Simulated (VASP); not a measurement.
CuI:

```
Cu I
1.0
     0.00000    3.01203    3.01203
     3.01203    0.00000    3.01203
     3.01203    3.01203    0.00000
Cu I
1 1
Direct
  0.00000 0.00000 0.00000
  0.25000 0.25000 0.25000
```

Base run:

```yaml
Program: VASP 6.6.1
Functional: LDA
Potentials_or_basis: VASP PAW LDA potentials, release 64 (Cu, I)
Cutoff: 520 eV
k_mesh: 6 × 6 × 6
Occupations: gaussian, width 0.01 eV
Spin: no spin polarisation
```

Its results: band gap on the k mesh 1.05 eV; pressure -3.6 GPa.

Problem. The run is repeated on the same cell with these changes: functional from LDA to PBEsol; potentials or basis from VASP PAW LDA potentials, release 64 (Cu, I) to VASP PAW PBE potentials, release 64 (Cu, I). What comes out?

Solution. Band gap on the k mesh 1.08 eV; pressure -1.4 GPa.

Caveats: spin-orbit coupling is left out, which moves the levels of the heavy elements; the cell stands under tension (at least some runs); the PAW data sets were made with another functional, which shifts forces and pressure a little (at least some runs).

